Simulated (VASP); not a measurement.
Set up this calculation in VASP 6.6.1, as the native input.

```yaml
Task: single point
Functional: LDA
Potentials_or_basis: VASP PAW LDA potentials, release 64 (Hf_pv, N)
Cutoff: 520 eV
k_mesh: 18 × 18 × 18
Occupations: methfessel-paxton, width 0.1 eV
Spin: no spin polarisation
Dipole_correction: no
Further_INCAR_settings: ALGO = Normal; EDIFF = 1e-06; NBANDS = 14
```

The structure of HfN lies in POSCAR:

```
HfN
1.0
    0.0000000000      2.2339880569      2.2339880569
    2.2339880569      0.0000000000      2.2339880569
    2.2339880569      2.2339880569      0.0000000000
Hf N
1 1
Direct
    0.0000000000      0.0000000000      0.0000000000
    0.5000000000      0.5000000000      0.5000000000
```

These files were run (other wordings do the same):

INCAR

```
PREC = Accurate
ENCUT = 520
EDIFF = 1E-6
ISMEAR = 1
SIGMA = 0.1
LREAL = F
LASPH = T
NELM = 100
ALGO = Normal
ISIF = 2
LWAVE = F
LCHARG = F
NBANDS = 14
```

KPOINTS

```
Automatic mesh
0
Gamma
  18 18 18
```

Potentials or basis: VASP PAW LDA potentials, release 64 (Hf_pv, N).

Launch:

```console
$ cat potpaw_LDA.64/Hf_pv/POTCAR potpaw_LDA.64/N/POTCAR > POTCAR
$ mpirun -np 1 vasp_std > vasp.out
```

Results of the run:

The pressure is -1.2 GPa.

Wall time 40 s on 1 thread of Intel Xeon 6975P-C, with other jobs on the host, peak memory 0.18 GiB.
